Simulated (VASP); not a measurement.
A run of VASP 6.6.1 is set up as follows.

POSCAR

```
MgO
1.0
    2.5561913908      0.0000000000      0.0000000000
    0.0000000000      2.6233491285      0.0000000000
    0.0000000000      0.0000000000      2.6233491285
Mg O
1 1
Direct
    0.0000000000      0.0000000000      0.0000000000
    0.5000000000      0.5000000000      0.5000000000
```

Contents of INCAR.step1:

```
SYSTEM = MgO
PREC = Accurate
ENCUT = 920
ISMEAR = 0
SIGMA = 0.01
LREAL = .False.
LASPH = .True.
NELM = 120
NBANDS = 15
GGA = PE
ALGO = Normal
EDIFF = 1E-5
LWAVE = .True.
LCHARG = .False.
GGA_COMPAT = .False.
```

The input INCAR.step2:

```
SYSTEM = MgO
PREC = Accurate
ENCUT = 920
EDIFF = 1E-6
ISMEAR = 0
SIGMA = 0.01
LREAL = .False.
LASPH = .True.
NELM = 120
ALGO = Normal
ISIF = 2
LWAVE = .False.
LCHARG = .False.
METAGGA = R2SCAN
LMIXTAU = .True.
NBANDS = 15
ISTART = 1
GGA_COMPAT = .False.
```

Contents of KPOINTS:

```
regular mesh
0
Gamma
  10 10 10
  0 0 0
```

Potentials or basis: VASP PAW PBE potentials, release 64 (Mg_sv, O).

Run with:

```bash
$ cat potpaw_PBE.64/Mg_sv/POTCAR potpaw_PBE.64/O/POTCAR > POTCAR
$ cp INCAR.step1 INCAR
$ mpirun -np 1 vasp_std > vasp.out
$ cp INCAR.step2 INCAR
$ mpirun -np 1 vasp_std > vasp.out
```

(1) What does it give for the band gap on the k mesh?

(2) Estimate the pressure.

Results:

(1) 3.56 eV (least direct gap 4.55 eV).

(2) 5.0 GPa.

Caveat: the cell differs from its parent crystal (uniaxial x strain -2.6%); the stress differs along the axes, from -1 to 17 GPa; the structure was generated, so it needn't be the stable form of MgO; the PAW data sets were made with another functional, which shifts forces and pressure a little.
